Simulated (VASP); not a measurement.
ZnW3:

```
CELL_PARAMETERS angstrom
3.93022 0.00000 0.00000
0.00000 3.93022 0.00000
0.00000 0.00000 3.93022
ATOMIC_POSITIONS crystal
Zn 0.00000 0.00000 0.00000
W 0.00000 0.50000 0.50000
W 0.50000 0.00000 0.50000
W 0.50000 0.50000 0.00000
```

* Program: VASP 6.6.1
* Task: relaxation of cell and atoms
* Functional: PBE
* Potentials or basis: VASP PAW PBE potentials, release 64 (Zn, W_sv)
* Cutoff: 600 eV
* k mesh: 4 × 4 × 4
* Occupations: gaussian, width 0.1 eV
* Spin: no spin polarisation

At the start: pressure 6.6 GPa; volume 15.18 Å³/atom.

Problem. How do energy, volume and symmetry change on relaxing?

Solution. Over 3 steps the energy falls by 7.8 meV/atom and the volume is 15.57 Å³/atom (+2.6 %); space group Pm-3m (No. 221, to 0.05 Å).

The path:
```
step  energy change (eV)  largest force (eV/Å)  pressure (GPa)  volume (Å³)
   1              0.0000                0.0000            6.58        60.71
   2              0.1543                0.0000          -13.69        66.35
   3             -0.0311                0.0000           -0.15        62.30
```

Final structure:
```cif
data_structure
_symmetry_space_group_name_H-M 'P 1'
_symmetry_Int_Tables_number 1
_cell_length_a 3.9642
_cell_length_b 3.9642
_cell_length_c 3.9642
_cell_angle_alpha 90.000
_cell_angle_beta 90.000
_cell_angle_gamma 90.000
_cell_volume 62.30
loop_
_atom_site_label
_atom_site_type_symbol
_atom_site_fract_x
_atom_site_fract_y
_atom_site_fract_z
_atom_site_occupancy
Zn1 Zn 0.00000 0.00000 0.00000 1
W1 W 0.00000 0.50000 0.50000 1
W2 W 0.50000 0.00000 0.50000 1
W3 W 0.50000 0.50000 0.00000 1
```

Caveat: the k points lie up to 0.40 Å⁻¹ apart in the final cell.
